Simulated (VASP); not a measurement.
Write the native input for VASP 6.6.1 that does the following.

| Property | Result |
| --- | --- |
| Task | relaxation of the atoms |
| Functional | PBEsol |
| Potentials or basis | VASP PAW PBE potentials, release 64 (C) |
| Cutoff | 520 eV |
| k mesh | 9 × 9 × 6 |
| Occupations | gaussian, width 0.02 eV |
| Spin | no spin polarisation |
| Dipole correction | no |
| Further INCAR settings | ALGO = Normal; EDIFF = 1e-06; IBRION = 2; EDIFFG = -0.002; NSW = 60 |

The structure of C lies in POSCAR:

```
C
1.0
    2.4993962492      0.0000000000      0.0000000000
   -1.2496981246      2.1645406459      0.0000000000
    0.0000000000      0.0000000000      4.2229976381
C
4
Direct
    0.3333333333      0.6666666667     -0.0004162315
    0.6666666667      0.3333333333      0.4995837685
    0.3333333333      0.6666666667      0.3744162315
    0.6666666667      0.3333333333      0.8744162315
```

This cell differs from its parent crystal: strained cell.

These files were run (other wordings do the same):

INCAR

```
PREC = Accurate ; ENCUT = 520
EDIFF = 1E-6 ; ISMEAR = 0
SIGMA = 0.02 ; LREAL = F
LASPH = T ; NELM = 100
ALGO = Normal ; ISIF = 2
LWAVE = F ; LCHARG = F
GGA = PS ; IBRION = 2
NSW = 60 ; EDIFFG = -0.002
```

KPOINTS

```
Automatic mesh
0
Gamma
  9 9 6
```

Potentials or basis: VASP PAW PBE potentials, release 64 (C).

The run is started by

```console
$ cat potpaw_PBE.64/C/POTCAR > POTCAR
$ mpirun -np 1 vasp_std > vasp.out
```

Results of the run:

- Energy gained by relaxing: 0.0 meV/atom
- Ionic steps: 3
- Pressure after relaxing: -5.6 GPa
- Band gap on the k mesh: 3.08 eV (least direct gap 4.86 eV)

Caveat: the cell differs from its parent crystal (strained cell); the PAW data sets were made with another functional, which shifts forces and pressure a little; an odd mesh through Γ misses points on the zone boundary, where band edges can lie.

It took 36 s on 1 thread of Intel Xeon 8259CL, with other jobs on the host, peak memory 0.13 GiB.
